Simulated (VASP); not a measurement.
Write the native input for VASP 6.6.1 that does the following.

| Item | Value |
| --- | --- |
| Task | relaxation of cell and atoms |
| Functional | PBE |
| Potentials or basis | VASP PAW PBE potentials, release 64 (Ba_sv) |
| Cutoff | 600 eV |
| k mesh | 12 × 12 × 3 |
| Occupations | gaussian, width 0.1 eV |
| Spin | no spin polarisation |
| Dipole correction | no |
| Further INCAR settings | ALGO = Fast; EDIFF = 1e-06; IBRION = 2; EDIFFG = -0.01; NSW = 65; ISIF = 3 |

The structure of Ba lies in POSCAR:

```
Ba
1.0
    4.4685400262      0.0000000000      0.0000000000
   -2.2342700131      3.8698691805      0.0000000000
    0.0000000000      0.0000000000     14.6911431811
Ba
4
Direct
    0.0000000000      0.0000000000      0.0000000000
    0.3333333333      0.6666666667      0.2500000000
    0.0000000000      0.0000000000      0.5000000000
    0.6666666667      0.3333333333      0.7500000000
```

This isn't the form of Ba at room conditions, which is bcc.

These files were run (other wordings do the same):

INCAR

```
PREC = Accurate ; ENCUT = 600
EDIFF = 1E-6 ; ISMEAR = 0
SIGMA = 0.1 ; LREAL = F
LASPH = T ; NELM = 100
ALGO = Fast ; ISIF = 3
LWAVE = F ; LCHARG = F
GGA = PE ; IBRION = 2
NSW = 65 ; EDIFFG = -0.01
```

KPOINTS

```
Automatic mesh
0
Gamma
  12 12 3
```

Potentials or basis: VASP PAW PBE potentials, release 64 (Ba_sv).

Launch:

```console
$ cat potpaw_PBE.64/Ba_sv/POTCAR > POTCAR
$ mpirun -np 1 vasp_std > vasp.out
```

It gave:

```json
{
  "Relaxed volume": "64.31 Å³/atom",
  "Relaxed cell": "a = 4.495 Å, b = 4.495 Å, c = 14.703 Å, α = 90.00°, β = 90.00°, γ = 120.00°",
  "Space group after relaxing (to 0.1 Å)": "P6_3/mmc (No. 194)",
  "Energy gained by relaxing": "0.4 meV/atom",
  "Ionic steps": "3",
  "Pressure after relaxing": "0.0 GPa",
  "Band gap on the k mesh": "zero (bands 20 and 21 overlap by 0.13 eV)"
}
```

Caveat: spin-orbit coupling is left out, which moves the levels of the heavy elements.

It took 32 min on 1 thread of Intel Xeon 8259CL, with other jobs on the host, peak memory 0.56 GiB.
